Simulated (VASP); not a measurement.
# Hg (Fm-3m) in VASP: notebook

Hg is run at these levels: BLYP, PBE, LDA; tasks: single point.

Everything below comes from runs of VASP 6.6.1. Logs are shortened: lines on timing, memory, paths and dates and some standing lists are left out, and cuts for length are marked.

**1. The cell of the first run**

It takes space group Fm-3m (No. 225, cubic). The conventional cell has a = 4.784 Å, b = 4.784 Å, c = 4.784 Å, α = 90.00°, β = 90.00°, γ = 90.00°. Within 4.4 Å of Hg (site symmetry m-3m) lie 12 Hg at 3.38 Å.

**2. Single point, BLYP**

The input, INCAR:

```
SYSTEM = Hg
PREC = Accurate
ENCUT = 520
EDIFF = 1E-6
ISMEAR = 0
SIGMA = 0.1
LREAL = .FALSE.
LASPH = .TRUE.
NELM = 60
ALGO = Normal
ISIF = 2
LWAVE = .FALSE.
LCHARG = .TRUE.
GGA = B5
ALDAX = 1.0
AGGAX = 1.0
AGGAC = 1.0
ALDAC = 0.0
LELF = .TRUE.
LVHAR = .TRUE.
NBANDS = 12
```

The input, KPOINTS:

```
regular mesh
0
G
  8 8 8
  0 0 0
```

The input, POSCAR:

```
Hg
1.0
    0.0000000000      2.3919113801      2.3919113801
    2.3919113801      0.0000000000      2.3919113801
    2.3919113801      2.3919113801      0.0000000000
Hg
1
Direct
    0.9890000000      0.4430000000      0.9290000000
```

Potentials or basis: VASP PAW PBE potentials, release 64 (Hg).

On the command line:

```
$ cat potpaw_PBE.64/Hg/POTCAR > POTCAR
$ mpirun -np 1 vasp_std > vasp.out
```

OUTCAR:

```text
SYSTEM = Hg
   PREC = Accurate
   ENCUT = 520
   EDIFF = 1E-6
   ISMEAR = 0
   LREAL = .FALSE.
   LASPH = .TRUE.
   NELM = 60
   ISIF = 2
   GGA = B5

 ion  position               nearest neighbor table
   1  0.989  0.443  0.929-

  LATTYP: Found a face centered cubic cell.
 ALAT       =     4.7838227602

  Lattice vectors:

 A1 = (   0.0000000000,   2.3919113801,   2.3919113801)
 A2 = (   2.3919113801,   0.0000000000,   2.3919113801)
 A3 = (   2.3919113801,   2.3919113801,   0.0000000000)

Analysis of symmetry for initial positions (statically):
=====================================================================
 Subroutine PRICEL returns:
 Original cell was already a primitive cell.

 Routine SETGRP: Setting up the symmetry group for a
 face centered cubic supercell.

 Subroutine GETGRP returns: Found 48 space group operations
 (whereof  1 operations were pure point group operations)
 out of a pool of 48 trial point group operations.

The static configuration has the point symmetry C_1 .
 The point group associated with its full space group is O_h .

Analysis of symmetry for dynamics (positions and initial velocities):
=====================================================================
 Subroutine PRICEL returns:
 Original cell was already a primitive cell.

 Routine SETGRP: Setting up the symmetry group for a
 face centered cubic supercell.

 Subroutine GETGRP returns: Found 48 space group operations
 (whereof  1 operations were pure point group operations)
 out of a pool of 48 trial point group operations.

The dynamic configuration has the point symmetry C_1 .
 The point group associated with its full space group is O_h .

 Subroutine INISYM returns: Found 48 space group operations
 (whereof  1 operations are pure point group operations),
 and found     1 'primitive' translations

----------------------------------------------------------------------------------------

                                     Primitive cell

  volume of cell :      27.3694

  direct lattice vectors                    reciprocal lattice vectors
     0.000000000  2.391911380  2.391911380    -0.209037845  0.209037845  0.209037845
     2.391911380  0.000000000  2.391911380     0.209037845 -0.209037845  0.209037845
     2.391911380  2.391911380  0.000000000     0.209037845  0.209037845 -0.209037845

  length of vectors
     3.382673514  3.382673514  3.382673514     0.362064168  0.362064168  0.362064168

  position of ions in fractional coordinates (direct lattice)
     0.989000000  0.443000000  0.929000000

  ion indices of the primitive-cell ions
   primitive index   ion index
                 1           1

----------------------------------------------------------------------------------------

 KPOINTS: regular mesh

Automatic generation of k-mesh.
 Grid dimensions read from file:
 generate k-points for:    8    8    8

 Generating k-lattice:

  Cartesian coordinates                     Fractional coordinates (reciprocal lattice)
    -0.026129731  0.026129731  0.026129731     0.125000000  0.000000000  0.000000000
     0.026129731 -0.026129731  0.026129731     0.000000000  0.125000000  0.000000000
     0.026129731  0.026129731 -0.026129731     0.000000000  0.000000000  0.125000000

  Length of vectors
     0.045258021  0.045258021  0.045258021

  Shift w.r.t. Gamma in fractional coordinates (k-lattice)
     0.000000000  0.000000000  0.000000000

 Subroutine IBZKPT returns following result:
 ===========================================

 Found     29 irreducible k-points:

 Following reciprocal coordinates:
            Coordinates               Weight
  0.000000  0.000000  0.000000      1.000000
  0.125000  0.000000  0.000000      8.000000
  0.250000  0.000000  0.000000      8.000000
  0.375000  0.000000  0.000000      8.000000
  0.500000  0.000000  0.000000      4.000000
  0.125000  0.125000  0.000000      6.000000
[... 16 lines left out ...]
  0.500000  0.250000  0.125000     48.000000
 -0.375000  0.250000  0.125000     24.000000
 [... further k-points ...]
   k-points           NKPTS =     29   k-points in BZ     NKDIM =     29   number of bands    NBANDS=     12
   number of dos      NEDOS =    301   number of ions     NIONS =      1
   total plane-waves  NPLWV =  21952
   dimension x,y,z NGX =    28 NGY =   28 NGZ =   28
   dimension x,y,z NGXF=    56 NGYF=   56 NGZF=   56
   ions per type =               1
   NGX,Y,Z   is equivalent  to a cutoff of  13.76, 13.76, 13.76 a.u.
   NGXF,Y,Z  is equivalent  to a cutoff of  27.52, 27.52, 27.52 a.u.
 SYSTEM =  Hg
   PREC   = accura    normal or accurate (medium, high low for compatibility)
   ISTART =      0    job   : 0-new  1-cont  2-samecut
   ICHARG =      2    charge: 1-file 2-atom 10-const
   ISPIN  =      1    spin polarized calculation?
   LNONCOLLINEAR =      F non collinear calculations
   LSORBIT =      F    spin-orbit coupling
   LASPH  =      T    aspherical Exc in radial PAW
   ENCUT  =  520.0 eV  38.22 Ry    6.18 a.u.   6.29  6.29  6.29*2*pi/ulx,y,z
   NELM   =     60;   NELMIN=  2; NELMDL= -5     # of ELM steps
   EDIFF  = 0.1E-05   stopping-criterion for ELM
   LREAL  =      F    real-space projection
   EDIFFG = 0.1E-04   stopping-criterion for IOM
   NSW    =      0    number of steps for IOM
   IBRION =     -1    ionic relax: 0-MD 1-quasi-New 2-CG
   NFREE  =      0    steps in history (QN), initial steepest desc. (CG)
   ISIF   =      2    stress and relaxation
   ISYM   =      2    0-nonsym 1-usesym 2-fastsym
   POTIM  = 0.5000    time-step for ionic-motion
   TEBEG  =    0.0;   TEEND  =   0.0 temperature during run
   PSTRESS=    0.0 pullay stress
   NELECT =      12.0000    total number of electrons
   NUPDOWN=      -1.0000    fix difference up-down
   EMIN   =  10.00;   EMAX   =-10.00  energy-range for DOS
   EFERMI =   0.00;   METHOD = LEGACY
   ISMEAR =     0;   SIGMA  =   0.10  broadening in eV -4-tet -1-fermi 0-gaus
   EFERMI_NEDOS =   21; number of points for ismear=-14 and -15
   IALGO  =     38    algorithm
   IMIX   =      4    mixing-type and parameters
     AMIX     =   0.40;   BMIX     =  1.00
     AMIX_MAG =   1.60;   BMIX_MAG =  1.00
  volume/ion in A,a.u.               =      27.37       184.70
  Fermi-wavevector in a.u.,A,eV,Ry     =   1.243694  2.350241 21.045144  1.546774
  Thomas-Fermi vector in A             =   2.377993
   LORBIT       =      0    0 simple, 1 ext, 2 COOP (PROOUT), +10 PAW based schemes
   GGA     = B5    functional components
   LHFCALC =     F    Hartree Fock is set to
   AEXX    =    0.0000 exact exchange contribution
   IVDW    =     0    specifies the selected vdW correction
   LEPSILON=     F    determine dielectric tensor
   LRPA    =     F    only Hartree local field effects (RPA)
 non-spin polarized calculation
 Gauss-broadening in eV      SIGMA  =   0.10
  energy-cutoff  :      520.00
  volume of cell :       27.37
 maximum number of plane-waves:       754
 NGX is ok and might be reduce to    28
   NGX = 13   NGY = 13   NGZ = 13

 number of electron      12.0000000 magnetization

 Free energy of the ion-electron system (eV)
  ---------------------------------------------------
  ext. energy  EPLUGINS =         0.00000000
  ---------------------------------------------------
  free energy    TOTEN  =         0.27254181 eV

  energy without entropy =        0.27398907  energy(sigma->0) =        0.27326544

 E-fermi :   1.9483     XC(G=0):  -9.5019

 val. band max:        1.9339328272   @ k =   0.5000   0.5000   0.0000
 cond. band min:       2.3015697388   @ k =   0.5000   0.1250   0.0000
 fundamental gap:      0.3676369116
 Fermi energy:         1.9482826773

 k-point     1 :       0.0000    0.0000    0.0000
  band No.  band energies     occupation
      1      -5.7622      2.00000
      2      -4.4769      2.00000
      3      -4.4769      2.00000
      4      -4.4769      2.00000
      5      -4.0064      2.00000
      6      -4.0064      2.00000
      7      15.4641      0.00000
      8      15.4641      0.00000
      9      15.4641      0.00000
     10      15.7208      0.00000
     11      20.0592      0.00000
     12      20.5211      0.00000

 k-point     2 :       0.1250    0.0000    0.0000
  band No.  band energies     occupation
      1      -5.4299      2.00000
      2      -4.4831      2.00000
      3      -4.4174      2.00000
      4      -4.4174      2.00000
      5      -4.0148      2.00000
      6      -4.0148      2.00000
      7      12.4096      0.00000
      8      15.1638      0.00000
      9      15.1638      0.00000
     10      15.8017      0.00000
     11      19.6898      0.00000
     12      20.7451      0.00000

 k-point     3 :       0.2500    0.0000    0.0000
  band No.  band energies     occupation
      1      -5.0170      2.00000
      2      -4.3746      2.00000
      3      -4.3746      2.00000
      4      -3.9221      2.00000
      5      -3.9221      2.00000
      6      -3.8772      2.00000
      7       8.0997      0.00000
      8      14.4109      0.00000
      9      14.4109      0.00000
     10      15.7335      0.00000
     11      18.7742      0.00000
     12      19.7263      0.00000
[... 286 lines left out ...]
 k-point    23 :       0.5000    0.2500    0.1250
  band No.  band energies     occupation
      1      -4.7600      2.00000
      2      -4.5316      2.00000
      3      -4.2942      2.00000
      4      -4.0357      2.00000
      5      -3.7130      2.00000
      6      -1.0797      2.00000
      7       4.9715      0.00000
      8       8.7466      0.00000
      9      11.1768      0.00000
     10      15.8961      0.00000
     11      18.8057      0.00000
     12      20.2778      0.00000

 k-point    24 :      -0.3750    0.2500    0.1250
  band No.  band energies     occupation
      1      -4.7878      2.00000
      2      -4.5968      2.00000
      3      -4.1545      2.00000
      4      -4.0710      2.00000
      5      -3.6324      2.00000
      6       0.6125      2.00000
      7       2.6609      0.00000
      8       8.7360      0.00000
      9      10.4159      0.00000
     10      15.7052      0.00000
     11      18.9429      0.00000
     12      22.8958      0.00000

 [... further k-points ...]

------------------------ aborting loop because EDIFF is reached ----------------------------------------

  FORCE on cell =-STRESS in cart. coord.  units (eV):
  Direction    XX          YY          ZZ          XY          YZ          ZX
  --------------------------------------------------------------------------------------
  -------------------------------------------------------------------------------------
  Total        1.0643111      1.0643111      1.0643111      0.0000000      0.0000000      0.0000000
  in kB       62.3037096     62.3037096     62.3037096      0.0000000      0.0000000      0.0000000
  external PRESSURE =      62.3037096 kB  Pullay stress =       0.0000000 kB

 VOLUME and BASIS-vectors are now :
 -----------------------------------------------------------------------------
  energy-cutoff  :      520.00
  volume of cell :       27.37
      direct lattice vectors                 reciprocal lattice vectors
     0.000000000  2.391911380  2.391911380    -0.209037845  0.209037845  0.209037845
     2.391911380  0.000000000  2.391911380     0.209037845 -0.209037845  0.209037845
     2.391911380  2.391911380  0.000000000     0.209037845  0.209037845 -0.209037845

 POSITION                                       TOTAL-FORCE (eV/Angst)
 -----------------------------------------------------------------------------------
      3.28170      4.58769      3.42522         0.000000      0.000000      0.000000
 -----------------------------------------------------------------------------------
    total drift:                                0.000002     -0.000004     -0.000002

  FREE ENERGIE OF THE ION-ELECTRON SYSTEM (eV)
  ---------------------------------------------------
  free  energy   TOTEN  =         0.2725418123 eV

  energy  without entropy=        0.2739890736  energy(sigma->0) =        0.27326544
```

Wall time 33 s (1 thread of Intel Xeon 8259CL, shared host); peak memory 0.16 GiB.

Results:

| Property | Result |
| --- | --- |
| Free energy | 0.2725 eV |
| Pressure | 6.2 GPa |
| Band gap on the k mesh | zero (band 6 reaches 1.93 eV, above the bottom of band 7 at 1.27 eV) |

Caveat: the PAW data sets were made with another functional, which shifts forces and pressure a little; spin-orbit coupling is left out, which moves the levels of the heavy elements.

**3. Single point, PBE**

The input, INCAR:

```
  ALGO = Normal
  EDIFF = 1E-6
  ENCUT = 520
  GGA = PE
  ISIF = 2
  ISMEAR = 0
  LASPH = True
  LCHARG = False
  LREAL = False
  LWAVE = False
  NBANDS = 12
  NELECT = 11.5
  NELM = 100
  PREC = Accurate
  SIGMA = 0.1
```

The input, KPOINTS:

```
k-points
0
Gamma
  8 8 8
```

POSCAR: that of step 2 with these lines changed.

```diff
@@ -8,2 +8,2 @@
 Direct
-    0.9890000000      0.4430000000      0.9290000000
+    0.0000000000      0.0000000000      0.0000000000
```

Potentials or basis: VASP PAW PBE potentials, release 64 (Hg).

On the command line:

```
$ cat potpaw_PBE.64/Hg/POTCAR > POTCAR
$ mpirun -np 1 vasp_std > vasp.out
```

Wall time 20 s (1 thread of Intel Xeon 8259CL, shared host); peak memory 0.16 GiB.

It converged, with:

```
Free energy : -0.5522 eV
```

Levels at points of the mesh, in eV from the Fermi level:
```tsv
k point	band 3	band 4	band 5	band 6	band 7	band 8	band 9	band 10
(0.00, 0.00, 0.00)	-5.28	-5.28	-4.83	-4.83	14.98	15.03	15.03	15.03
(0.50, 0.00, 0.00)	-5.27	-4.45	-4.45	-0.43	0.72	12.83	12.83	14.35
(0.50, 0.50, 0.00)	-4.47	-4.35	-4.35	1.36	1.90	8.21	8.21	12.15
```

Caveat: the cell carries a net charge on a neutralising background, which shifts energy and pressure; the cell is charged against a uniform background, so pressure and absolute levels hang on convention; spin-orbit coupling is left out, which moves the levels of the heavy elements.

**4. Single point, LDA**

The input, INCAR:

```
SYSTEM = Hg
PREC = Accurate ; ENCUT = 520
EDIFF = 1E-6 ; ISMEAR = 0
SIGMA = 0.1 ; LREAL = .False.
LASPH = .True. ; NELM = 80
ALGO = Normal ; ISIF = 2
LWAVE = .False. ; LCHARG = .True.
LELF = .True. ; LVHAR = .True.
NBANDS = 12
```

The input, KPOINTS:

```
regular mesh
0
Gamma
  8 8 8
  0 0 0
```

POSCAR is that of step 3.

Potentials or basis: VASP PAW LDA potentials, release 64 (Hg).

On the command line:

```
$ cat potpaw_LDA.64/Hg/POTCAR > POTCAR
$ mpirun -np 1 vasp_std > vasp.out
```

It took 19 s on 1 thread of Intel Xeon 8259CL, shared host; peak memory 0.14 GiB.

It converged, with:

* Free energy: -0.8372 eV
* Pressure: -3.7 GPa
* Band gap on the k mesh: zero (band 6 reaches 1.29 eV, above the bottom of band 7 at 0.34 eV)

Levels at points of the mesh, in eV from the Fermi level:
```csv
k point,band 3,band 4,band 5,band 6,band 7,band 8,band 9,band 10
"(0.00, 0.00, 0.00)",-6.44,-6.44,-5.96,-5.96,13.30,13.45,13.45,13.45
"(0.50, 0.00, 0.00)",-6.44,-5.56,-5.56,-1.79,-0.96,11.28,11.28,12.58
"(0.50, 0.50, 0.00)",-5.58,-5.45,-5.45,-0.01,0.25,6.59,6.59,10.49
```

Caveat: spin-orbit coupling is left out, which moves the levels of the heavy elements.
